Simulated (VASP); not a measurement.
A run of VASP 6.6.1 is set up as follows.

File INCAR:

```
PREC = Accurate
ENCUT = 600
EDIFF = 1E-6
ISMEAR = -1
SIGMA = 0.1
LREAL = F
LASPH = T
NELM = 80
ALGO = Normal
ISIF = 3
LWAVE = F
LCHARG = F
IBRION = 2
NSW = 60
EDIFFG = -0.005
```

The input KPOINTS:

```
regular mesh
0
Gamma
  15 15 15
```

Contents of POSCAR:

```
HfN
1.0
    0.0000000000      2.1544346900      2.1544346900
    2.1544346900      0.0000000000      2.1544346900
    2.1544346900      2.1544346900      0.0000000000
Hf N
1 1
Direct
    0.0000000000      0.0000000000      0.0000000000
    0.5000000000      0.5000000000      0.5000000000
```

Potentials or basis: VASP PAW LDA potentials, release 64 (Hf_pv, N).

Launch:

```sh
$ cat potpaw_LDA.64/Hf_pv/POTCAR potpaw_LDA.64/N/POTCAR > POTCAR
$ mpirun -np 1 vasp_std > vasp.out
```

**Question.** Predict the relaxed volume.

**Answer.** 11.11 Å³/atom.

**Question.** Predict the relaxed cell.

**Answer.** a = 3.155 Å, b = 3.155 Å, c = 3.155 Å, α = 60.00°, β = 60.00°, γ = 60.00°.

The path:
| step | energy change (eV) | largest force (eV/Å) | pressure (GPa) | volume (Å³) |
| --- | --- | --- | --- | --- |
| 1 | 0.0000 | 0.0000 | 40.53 | 20.00 |
| 2 | 0.7709 | 0.0000 | -44.11 | 28.25 |
| 3 | -0.2536 | 0.0000 | -2.77 | 22.42 |
| 4 | -0.2554 | 0.0000 | -0.39 | 22.24 |
| 5 | -0.2554 | 0.0000 | 0.25 | 22.20 |
| 6 | -0.2554 | 0.0000 | 0.26 | 22.20 |
| 7 | -0.2554 | 0.0000 | 0.26 | 22.20 |
| 8 | -0.2554 | 0.0000 | 0.24 | 22.20 |
| 9 | -0.2554 | 0.0000 | 0.24 | 22.20 |
| 10 | -0.2554 | 0.0000 | 0.24 | 22.20 |
| 11 | -0.2554 | 0.0000 | 0.24 | 22.20 |
| 12 | -0.2554 | 0.0000 | 0.24 | 22.20 |
| 13 | -0.2554 | 0.0000 | 0.24 | 22.20 |
| 14 | -0.2554 | 0.0000 | 0.24 | 22.20 |
| 15 | -0.2554 | 0.0000 | 0.23 | 22.20 |
| 16 | -0.2554 | 0.0000 | 0.23 | 22.20 |
| 17 | -0.2554 | 0.0000 | 0.21 | 22.20 |
| 18 | -0.2554 | 0.0000 | 0.10 | 22.21 |
| 19 | -0.2554 | 0.0000 | -0.07 | 22.22 |
| 20 | -0.2554 | 0.0000 | -0.03 | 22.22 |
